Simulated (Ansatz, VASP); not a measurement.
Ag: VASP beside Ansatz

Contents of INCAR:

```
SYSTEM = Ag
PREC = Accurate ; ENCUT = 520
EDIFF = 1E-8 ; ISMEAR = -1
SIGMA = 0.08 ; LREAL = .FALSE.
LASPH = .TRUE. ; NELM = 60
ALGO = Normal ; ISIF = 2
LWAVE = .FALSE. ; LCHARG = .FALSE.
GGA = CA ; LEFG = .TRUE.
NBANDS = 30
```

KPOINTS

```
Automatic mesh
0
G
  14 14 4
  0 0 0
```

POSCAR

```
Ag
1.0
    2.8668278625      0.0000000000      0.0000000000
   -1.4334139312      2.4827457572      0.0000000000
    0.0000000000      0.0000000000      9.9328838838
Ag
4
Direct
    0.3333333333      0.6666666667      0.2500000000
    0.6666666667      0.3333333333      0.7500000000
    0.0000000000      0.0000000000      0.0000000000
    0.0000000000      0.0000000000      0.5000000000
```

Input for Ansatz:

```yaml
crystal:
  lattice:
    - [2.8668278625, 0.0, 0.0]
    - [-1.4334139312, 2.4827457572, 0.0]
    - [0.0, 0.0, 9.9328838838]
  atoms:
    - { symbol: Ag, position: [0.3333333333, 0.6666666667, 0.25] }
    - { symbol: Ag, position: [0.6666666667, 0.3333333333, 0.75] }
    - { symbol: Ag, position: [0.0, 0.0, 0.0] }
    - { symbol: Ag, position: [0.0, 0.0, 0.5] }
kpoints:
  mp_grid: { grid: [14, 14, 4] }
scf:
  occupations: { method: fermi_dirac, width: 0.08 }
hamiltonian:
  xc: lda
  pseudopotentials: { kind: paw }
output:
  forces: true
  stress: true
  eigenvalues: true
  efg: { contact_densities: true }
```

Change from the starting cell: volume scaled by 0.98, PAW files.

Alike in both runs: task electric field gradients; functional LDA; k mesh 14 × 14 × 4; occupations fermi-dirac, width 0.08 eV; no spin polarisation.

|  | VASP | Ansatz |
| --- | --- | --- |
| version | VASP 6.6.1 | Ansatz 0.2.0 |
| potentials or method | VASP PAW LDA potentials, release 64 (Ag) | PAW with Ansatz's default frozen-core files, scalar-relativistic |
| plane-wave cutoff (eV) | 520 | 420 |
| valence electrons in the cell | 44 | 76 |

VASP gave:

| Property | Result |
| --- | --- |
| pressure (GPa) | -9.6 |
| traceless stress, the component that is largest in VASP (GPa) | -2.83 |
| size of Vzz on the site where it differs most (V/Å²) | 10.7 |

Question: What did Ansatz give for the same quantities?

Answer: Pressure (GPa): -9.8; traceless stress, the component that is largest in VASP (GPa): -2.79; size of Vzz on the site where it differs most (V/Å²): 4.5.

LDA's correlation is that of Perdew and Zunger in VASP and of Perdew and Wang (1992) in Ansatz. VASP's potentials hold 44 valence electrons a cell and Ansatz's 76, so a difference there can come from the potentials and not from the codes.
